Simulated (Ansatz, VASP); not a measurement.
**SnO: VASP beside Ansatz**

```
CELL_PARAMETERS angstrom
3.74424 0.00001 0.00000
-0.00001 3.74424 0.00000
0.00000 0.00000 30.63443
ATOMIC_POSITIONS crystal
Sn 0.99985 0.99985 0.46064
Sn 0.49985 0.49985 0.53936
O 0.99985 0.49985 0.50000
O 0.49985 0.99985 0.50000
```

Change from the starting cell: biaxial strain -0.020, atoms relaxed.

Alike in both runs: functional PBE; dispersion D3(BJ); k mesh 6 × 6 × 1; occupations gaussian, width 0.02 eV; no spin polarisation.

Ansatz relaxed the structure, and its values are those at the end. VASP's run is a single point on that final structure, the one shown.

```csv
,VASP,Ansatz
version,VASP 6.6.1,Ansatz 0.2.0
potentials or method,"VASP PAW PBE potentials, release 64 (Sn_d, O), cutoff 520 eV","scalar-relativistic, plane waves, PAW"
valence electrons in the cell,40,40
```

Ansatz gave:

| Item | Value |
| --- | --- |
| gap on the k mesh at the Fermi level (eV) | 3.16 |
| least direct gap on the mesh (eV) | 3.30 |
| rms of the force components (eV/Å) | 0.003 |

Problem. Which values does VASP return?

Solution. gap on the k mesh at the Fermi level (eV): 3.15; least direct gap on the mesh (eV): 3.29; rms of the force components (eV/Å): 0.040.

Ansatz's warnings: stress scf threshold loose, structure snapped to symmetry, xc potential rough in thin density.
